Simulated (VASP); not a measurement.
# As in VASP: notebook, part 2 of 2

VASP 6.6.1.

**6. Relaxation of the atoms, PBE+D3(BJ) (biaxial strain +0.040)**

The input, INCAR:

```
  PREC = Accurate
  ENCUT = 520
  EDIFF = 1E-6
  ISMEAR = 0
  SIGMA = 0.02
  LREAL = False
  LASPH = True
  NELM = 80
  ALGO = Normal
  ISIF = 2
  LWAVE = False
  LCHARG = False
  LDIPOL = True
  IDIPOL = 3
  DIPOL = 0.5 0.5 0.500
  GGA = PE
  IVDW = 12
  IBRION = 2
  NSW = 60
  EDIFFG = -0.01
```

The input, KPOINTS:

```
regular mesh
0
Gamma
  9 9 1
```

The input, POSCAR:

```
As
1.0
    3.7144892312      0.0000000000      0.0000000000
   -1.8572446156      3.2168420363      0.0000000000
    0.0000000000      0.0000000000     28.5742413760
As
2
Direct
    0.3333333333      0.6666666667      0.4755450732
    0.6666666667      0.3333333333      0.5244549268
```

Potentials or basis: VASP PAW PBE potentials, release 64 (As).

The run is started by

```
$ cat potpaw_PBE.64/As/POTCAR > POTCAR
$ mpirun -np 1 vasp_std > vasp.out
```

OUTCAR:

```text
PREC = Accurate
   ENCUT = 520
   EDIFF = 1E-6
   ISMEAR = 0
   LREAL = False
   LASPH = True
   NELM = 80
   ISIF = 2
   GGA = PE
   IVDW = 12
   IBRION = 2
   NSW = 60
   EDIFFG = -0.01
 IVDW          = 12

 ion  position               nearest neighbor table
   1  0.333  0.667  0.476-   2 2.56   2 2.56   2 2.56
   2  0.667  0.333  0.524-   1 2.56   1 2.56   1 2.56

  LATTYP: Found a hexagonal cell.
 ALAT       =     3.7144892312
 C/A-ratio  =     7.6926434827

  Lattice vectors:

 A1 = (   3.7144892312,   0.0000000000,   0.0000000000)
 A2 = (  -1.8572446156,   3.2168420363,   0.0000000000)
 A3 = (   0.0000000000,   0.0000000000,  28.5742413760)

Analysis of symmetry for initial positions (statically):
=====================================================================
 Subroutine PRICEL returns:
 Original cell was already a primitive cell.

 Routine SETGRP: Setting up the symmetry group for a
 hexagonal supercell.

 Subroutine GETGRP returns: Found 12 space group operations
 (whereof 12 operations were pure point group operations)
 out of a pool of 24 trial point group operations.

The static configuration has the point symmetry D_3d.

[... 229 lines left out ...]
--------------------------------------- Ionic step        3  -------------------------------------------

 number of electron      10.0000000 magnetization

 dipolmoment           0.000000      0.000000     -0.000000 electrons x Angstroem

 Free energy of the ion-electron system (eV)
  ---------------------------------------------------
  ext. energy  EPLUGINS =         0.00000000
  ---------------------------------------------------
  free energy    TOTEN  =        -9.29668015 eV

  energy without entropy =       -9.29668015  energy(sigma->0) =       -9.29668015

 E-fermi :  -4.2448     XC(G=0):  -1.7899

 val. band max:       -4.3433331705   @ k =   0.1111   0.1111   0.0000
 cond. band min:      -2.7670479913   @ k =   0.0000   0.0000   0.0000
 fundamental gap:      1.5762851792
 Fermi energy:        -4.2448185276

 k-point     1 :       0.0000    0.0000    0.0000
  band No.  band energies     occupation
      1     -17.2724      2.00000
      2     -11.1736      2.00000
      3      -4.4452      2.00000
      4      -4.4452      2.00000
      5      -4.4363      2.00000
      6      -2.7670      0.00000
      7      -0.9496      0.00000
      8      -0.9496      0.00000
      9       0.7480      0.00000
[... 121 lines left out ...]
 k-point    12 :       0.3333    0.3333    0.0000
  band No.  band energies     occupation
      1     -14.0506      2.00000
      2     -14.0506      2.00000
      3      -8.3015      2.00000
      4      -6.0093      2.00000
      5      -6.0093      2.00000
      6      -1.9472      0.00000
      7       0.3069      0.00000
      8       0.3069      0.00000
      9       3.7993      0.00000

------------------------ aborting loop because EDIFF is reached ----------------------------------------

 vacuum level on the upper side and lower side of the slab       (xc-potential included)        -0.131        -0.131

 Edisp (eV)   -0.39082

 E8    (eV) :    -0.1777

  FORCE on cell =-STRESS in cart. coord.  units (eV):
  Direction    XX          YY          ZZ          XY          YZ          ZX
  --------------------------------------------------------------------------------------
  -------------------------------------------------------------------------------------
  Total      -1.58504    -1.58504     0.00112     0.00000    -0.00000     0.00000
  in kB      -7.43786    -7.43786     0.00527     0.00000    -0.00000     0.00000
  external pressure =       -4.96 kB  Pullay stress =        0.00 kB
[... 17 lines left out ...]
  FREE ENERGIE OF THE ION-ELECTRON SYSTEM (eV)
  ---------------------------------------------------
  free  energy   TOTEN  =        -9.6874999611 eV

  energy  without entropy=       -9.6874999611  energy(sigma->0) =       -9.68749996

 reached required accuracy - stopping structural energy minimisation

 vacuum level on the upper side and lower side of the slab         1.126         1.126
```

OSZICAR:

```text
N       E                     dE             d eps       ncg     rms          rms(c)
DAV:   1     0.709501578392E+02    0.70950E+02   -0.27113E+03   216   0.693E+02
DAV:   2    -0.276365401767E+01   -0.73714E+02   -0.66098E+02   373   0.923E+01
DAV:   3    -0.929856034063E+01   -0.65349E+01   -0.65323E+01   337   0.470E+01
[... 32 lines left out ...]
DAV:   1    -0.929668099187E+01   -0.19473E-03   -0.38367E-03   221   0.397E-01    0.232E-02
DAV:   2    -0.929668412093E+01   -0.31291E-05   -0.16972E-04   290   0.846E-02    0.651E-03
DAV:   3    -0.929668178889E+01    0.23320E-05   -0.38361E-06   292   0.133E-02    0.373E-03
DAV:   4    -0.929668058084E+01    0.12081E-05   -0.93135E-07   197   0.651E-03    0.146E-03
DAV:   5    -0.929668014860E+01    0.43224E-06   -0.28088E-07   190   0.350E-03
   3 F= -.96875000E+01 E0= -.96875000E+01  d E =-.567989E-02
```

CONTCAR:

```text
As
   1.00000000000000
     3.7144892312000000    0.0000000000000000    0.0000000000000000
    -1.8572446156000000    3.2168420363000001    0.0000000000000000
     0.0000000000000000    0.0000000000000000   28.5742413759999998
  As
     2
Direct
     0.3333333332999970    0.6666666667000030    0.4760880036788329
     0.6666666667000030    0.3333333332999970    0.5239119963211671

  0.00000000E+00  0.00000000E+00  0.00000000E+00
  0.00000000E+00  0.00000000E+00  0.00000000E+00
```

It took 73 s on 1 thread of Intel Xeon Platinum 8559C (Emerald Rapids), shared host; peak memory 0.43 GiB.

Results:

```
Free energy                : -9.6875 eV
Energy gained by relaxing  : 2.8 meV/atom
Ionic steps                : 3
Band gap on the k mesh     : 1.58 eV (least direct gap 1.67 eV)
Dispersion energy per atom : -0.195 eV
```

The path:
| step | energy change (eV) | largest force (eV/Å) | pressure (GPa) |
| --- | --- | --- | --- |
| 1 | 0.0000 | 0.3632 | -0.63 |
| 2 | -0.0056 | 0.0484 | -0.48 |
| 3 | -0.0057 | 0.0004 | -0.50 |

Final structure:
```
CELL_PARAMETERS angstrom
3.71449 0.00000 0.00000
-1.85724 3.21684 0.00000
0.00000 0.00000 28.57424
ATOMIC_POSITIONS crystal
As 0.33333 0.66667 0.47609
As 0.66667 0.33333 0.52391
```

Caveat: the cell differs from its parent crystal (biaxial strain +0.040).

**7. Overview**

| task | spin | cell | gap on the mesh (eV) | largest force (eV/Å) |
| --- | --- | --- | --- | --- |
| single point | off | a = 3.750, b = 3.617, c = 28.574 Å, angles 90.0, 90.0, 121.2°, 2 atoms, atomic positions A | 1.35 | 0.08 |
| single point | non-collinear, zero start, SOC | a = 3.572, b = 3.572, c = 28.574 Å, angles 90.0, 90.0, 120.0°, 2 atoms, atomic positions B | - | 0.09 |
| relaxation of the atoms | off | atoms relaxed from a = 3.750, b = 3.617, c = 28.574 Å, angles 90.0, 90.0, 121.2°, 2 atoms, atomic positions B | 1.33 | 0.01 |
| relaxation of the atoms | off | atoms relaxed from a = 3.643, b = 3.643, c = 28.574 Å, angles 90.0, 90.0, 120.0°, 2 atoms, atomic positions B | 1.72 | - |
| relaxation of the atoms | off | atoms relaxed from a = 3.714, b = 3.714, c = 28.574 Å, angles 90.0, 90.0, 120.0°, 2 atoms, atomic positions B | 1.58 | - |

Alike in all rows: level PBE+D3(BJ); potentials or basis VASP PAW PBE potentials, release 64 (As); k mesh 9 × 9 × 1; cutoff (eV) 520; smearing gaussian 0.02 eV.

Absolute energies hang on the potentials; compare differences alone.
